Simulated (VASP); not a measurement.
# FeCo3Ge4 (R3) in VASP: single point with PBE

Aim: the single point of FeCo3Ge4 with PBE.

All numbers are computed with VASP 6.6.1; they aren't measurements. Logs are shortened: lines on timing, memory, paths and dates and some standing lists are left out, and cuts for length are marked.

**1. The cell of the first run**

Symmetry: R3, No. 146, trigonal system. The conventional cell has a = 6.575 Å, b = 6.575 Å, c = 8.038 Å, α = 90.00°, β = 90.00°, γ = 120.00°. Within 3.1 Å of Ge (site symmetry 1) lie 5 Co at 2.38 to 2.64 Å and 2 Fe at 2.40 to 2.62 Å and 6 Ge at 2.87 to 2.90 Å. Ge (site symmetry 3) has 1 Fe at 2.37 Å and 6 Co at 2.39 to 2.64 Å and 6 Ge at 2.87 to 2.90 Å within 3.1 Å. Within 3.1 Å of Fe (site symmetry 3) lie 7 Ge at 2.37 to 2.62 Å and 6 Co at 2.86 Å. Within 3.1 Å of Co (site symmetry 1) lie 7 Ge at 2.38 to 2.64 Å and 4 Co at 2.83 to 2.85 Å and 2 Fe at 2.86 Å.

**2. Single point, PBE, collinear spin, ferromagnetic start**

The input, INCAR:

```
SYSTEM = FeCo3Ge4
PREC     = Accurate       ! precision mode
ENCUT    = 520            ! plane-wave cutoff, eV
EDIFF    = 1E-7           ! SCF threshold, eV
ISMEAR   = 0              ! smearing method
SIGMA    = 0.1            ! smearing width, eV
LREAL    = .FALSE.        ! projectors in reciprocal space
LASPH    = .TRUE.         ! aspherical terms in the spheres
NELM     = 150            ! most SCF steps
ALGO     = Normal         ! electronic algorithm
ISIF     = 2              ! what is computed and relaxed
LWAVE    = .FALSE.        ! write WAVECAR
LCHARG   = .FALSE.        ! write CHGCAR
ISPIN    = 2              ! spin polarisation
MAGMOM   = 0 0 0 0 0.95 0.17 0.17 0.17 ! initial moments
LORBIT   = 11             ! projections on sites
LMAXMIX  = 4              ! l up to which the mixer works
GGA      = PE             ! functional
NBANDS   = 60             ! bands
```

The input, KPOINTS:

```
regular mesh
0
G
  6 6 6
  0 0 0
```

The input, POSCAR:

```
FeCo3Ge4
1.0
    3.2873023000      1.8979249000      2.6794081000
   -3.2873023000      1.8979249000      2.6794081000
    0.0000000000     -3.7958498000      2.6794081000
Ge Fe Co
4 1 3
Direct
    0.8387720000      0.3401250000      0.6635030000
    0.6635030000      0.8387720000      0.3401250000
    0.3401250000      0.6635030000      0.8387720000
    0.1601180000      0.1601180000      0.1601180000
    0.8653140000      0.8653140000      0.8653140000
    0.1356130000      0.6313250000      0.3652310000
    0.3652310000      0.1356130000      0.6313250000
    0.6313250000      0.3652310000      0.1356130000
```

Potentials or basis: VASP PAW PBE potentials, release 64 (Ge_d, Fe, Co).

On the command line:

```sh
> cat potpaw_PBE.64/Ge_d/POTCAR potpaw_PBE.64/Fe/POTCAR potpaw_PBE.64/Co/POTCAR > POTCAR
> mpirun -np 1 vasp_std > vasp.out
```

OUTCAR:

```text
SYSTEM = FeCo3Ge4
   PREC = Accurate
   ENCUT = 520
   EDIFF = 1E-7
   ISMEAR = 0
   LREAL = .FALSE.
   LASPH = .TRUE.
   NELM = 150
   ISIF = 2
   ISPIN = 2
   LORBIT = 11
   GGA = PE

 ion  position               nearest neighbor table
   1  0.839  0.340  0.664-   6 2.38   8 2.40   7 2.40   5 2.40   5 2.62   7 2.63   8 2.64   4 2.87
                             3 2.88   2 2.88   2 2.89   3 2.89   4 2.90
   2  0.664  0.839  0.340-   7 2.38   6 2.40   8 2.40   5 2.40   5 2.62   8 2.63   6 2.64   4 2.87
                             1 2.88   3 2.88   1 2.89   3 2.89   4 2.90
   3  0.340  0.664  0.839-   8 2.38   7 2.40   6 2.40   5 2.40   5 2.62   6 2.63   7 2.64   4 2.87
                             1 2.88   2 2.88   1 2.89   2 2.89   4 2.90
   4  0.160  0.160  0.160-   5 2.37   6 2.39   8 2.39   7 2.39   8 2.64   6 2.64   7 2.64   3 2.87
                             1 2.87   2 2.87   2 2.90   1 2.90   3 2.90
   5  0.865  0.865  0.865-   4 2.37   3 2.40   1 2.40   2 2.40   1 2.62   3 2.62   2 2.62   8 2.86
                             6 2.86   7 2.86   7 2.86   6 2.86   8 2.86
   6  0.136  0.631  0.365-   1 2.38   4 2.39   2 2.40   3 2.40   3 2.63   2 2.64   4 2.64   8 2.83
                             7 2.83   7 2.85   8 2.85   5 2.86   5 2.86
   7  0.365  0.136  0.631-   2 2.38   4 2.39   3 2.40   1 2.40   1 2.63   3 2.64   4 2.64   6 2.83
                             8 2.83   6 2.85   8 2.85   5 2.86   5 2.86
   8  0.631  0.365  0.136-   3 2.38   4 2.39   1 2.40   2 2.40   2 2.63   1 2.64   4 2.64   6 2.83
                             7 2.83   6 2.85   7 2.85   5 2.86   5 2.86

  LATTYP: Found a trigonal (rhomboedric) cell.
 ALAT       =     4.6462568917
 COS(alpha) =    -0.0011585169

  Lattice vectors:

 A1 = (   3.2873023000,   1.8979249000,   2.6794081000)
 A2 = (  -3.2873023000,   1.8979249000,   2.6794081000)
 A3 = (   0.0000000000,  -3.7958498000,   2.6794081000)

Analysis of symmetry for initial positions (statically):
=====================================================================
 Subroutine PRICEL returns:
 Original cell was already a primitive cell.

 Routine SETGRP: Setting up the symmetry group for a
 trigonal (rhombohedral) supercell.

 Subroutine GETGRP returns: Found  3 space group operations
 (whereof  3 operations were pure point group operations)
 out of a pool of 12 trial point group operations.

The static configuration has the point symmetry C_3 .

Analysis of symmetry for dynamics (positions and initial velocities):
=====================================================================
 Subroutine PRICEL returns:
 Original cell was already a primitive cell.

 Routine SETGRP: Setting up the symmetry group for a
 trigonal (rhombohedral) supercell.

 Subroutine GETGRP returns: Found  3 space group operations
 (whereof  3 operations were pure point group operations)
 out of a pool of 12 trial point group operations.

The dynamic configuration has the point symmetry C_3 .

Analysis of structural, dynamic, and magnetic symmetry:
[... 176 lines left out ...]
 fundamental gap:      0.0161680621
 Fermi energy:         9.6389604511

 spin component 1

 k-point     1 :       0.0000    0.0000    0.0000
  band No.  band energies     occupation
      1     -15.1632      1.00000
      2     -15.1632      1.00000
      3     -15.1518      1.00000
      4     -15.1246      1.00000
      5     -15.1246      1.00000
      6     -15.1127      1.00000
[... 1429 lines left out ...]
     56      15.3673      0.00000
     57      16.3669      0.00000

 [... further k-points ...]

 spin component 2

 k-point     1 :       0.0000    0.0000    0.0000
  band No.  band energies     occupation
      1     -15.1672      1.00000
      2     -15.1672      1.00000
      3     -15.1591      1.00000
      4     -15.1285      1.00000
      5     -15.1285      1.00000
      6     -15.1196      1.00000
[... 1429 lines left out ...]
     56      15.4363      0.00000
     57      16.3904      0.00000

 [... further k-points ...]

 [bands above 57 left out]

------------------------ aborting loop because EDIFF is reached ----------------------------------------

  FORCE on cell =-STRESS in cart. coord.  units (eV):
  Direction    XX          YY          ZZ          XY          YZ          ZX
  --------------------------------------------------------------------------------------
  -------------------------------------------------------------------------------------
  Total        0.0921483      0.0921483      0.0817695      0.0000000      0.0000000      0.0000000
  in kB        1.4719374      1.4719374      1.3061502      0.0000002      0.0000000      0.0000000
  external PRESSURE =       1.4166750 kB  Pullay stress =       0.0000000 kB

 VOLUME and BASIS-vectors are now :
 -----------------------------------------------------------------------------
  energy-cutoff  :      520.00
  volume of cell :      100.30
      direct lattice vectors                 reciprocal lattice vectors
     3.287302300  1.897924900  2.679408100     0.152100402  0.087815206  0.124405585
    -3.287302300  1.897924900  2.679408100    -0.152100402  0.087815206  0.124405585
     0.000000000 -3.795849800  2.679408100     0.000000000 -0.175630413  0.124405585

 POSITION                                       TOTAL-FORCE (eV/Angst)
 -----------------------------------------------------------------------------------
      1.63920     -0.28110      4.93654        -0.000978     -0.002439     -0.002826
     -0.57616      1.56014      4.93654         0.002601      0.000372     -0.002826
     -1.06304     -1.27904      4.93654        -0.001623      0.002066     -0.002826
      0.00000      0.00000      1.28706         0.000000     -0.000000      0.004104
      0.00000      0.00000      6.95559         0.000000     -0.000000     -0.013017
     -1.62956      0.06923      3.03354         0.005470      0.012888      0.005797
      0.75482     -1.44585      3.03354        -0.013897     -0.001707      0.005797
      0.87473      1.37662      3.03354         0.008426     -0.011182      0.005797
 -----------------------------------------------------------------------------------
    total drift:                                0.000000      0.000005      0.001655

  FREE ENERGIE OF THE ION-ELECTRON SYSTEM (eV)
  ---------------------------------------------------
  free  energy   TOTEN  =       -48.7864402506 eV

  energy  without entropy=      -48.7599041778  energy(sigma->0) =      -48.77317221

 total charge

# of ion       s       p       d       tot
------------------------------------------
    1        1.113   1.225  10.122  12.460
    2        1.113   1.225  10.122  12.460
    3        1.113   1.225  10.122  12.460
    4        1.120   1.219  10.122  12.462
    5        0.377   0.505   6.508   7.389
    6        0.381   0.487   7.503   8.371
    7        0.381   0.487   7.503   8.371
    8        0.381   0.487   7.503   8.371
--------------------------------------------------
tot          5.979   6.862  69.504  82.345

 magnetization (x)

# of ion       s       p       d       tot
------------------------------------------
    1       -0.003  -0.018  -0.003  -0.025
    2       -0.003  -0.018  -0.003  -0.025
    3       -0.003  -0.018  -0.003  -0.025
    4       -0.006  -0.010  -0.003  -0.020
    5        0.004   0.001   0.861   0.866
    6       -0.001  -0.003   0.146   0.142
    7       -0.001  -0.003   0.146   0.142
    8       -0.001  -0.003   0.146   0.142
--------------------------------------------------
tot         -0.016  -0.074   1.287   1.198
```

stdout:

```text
POSCAR found type information on POSCAR GeFeCo
 POSCAR found :  3 types and       8 ions
 scaLAPACK will be used
 LDA part: xc-table for (Slater+PW92), standard interpolation
 POSCAR, INCAR and KPOINTS ok, starting setup
 FFT: planning ... GRIDC
 FFT: planning ... GRID_SOFT
 FFT: planning ... GRID
 WAVECAR not read
 entering main loop
```

It took 8.7 min on 1 thread of Oxide Virtual Turin-like, shared host; peak memory 0.44 GiB.

Results:

- Free energy: -48.7864 eV
- Pressure: 0.1 GPa
- Largest force: 0.015 eV/Å
- Net moment: 1.16 μB per cell
- Site moments: Ge -0.03, -0.02 (each value once); Fe +0.87; Co +0.14 μB
- Valence electrons inside the program's atomic spheres: Ge 12.46; Fe 7.39; Co 8.37

Forces in eV/Å, atoms in the order of the input:
```
Ge  -0.001 -0.002 -0.003
Ge   0.003  0.000 -0.003
Ge  -0.002  0.002 -0.003
Ge   0.000  0.000  0.004
Fe   0.000  0.000 -0.013
Co   0.005  0.013  0.006
Co  -0.014 -0.002  0.006
Co   0.008 -0.011  0.006
```
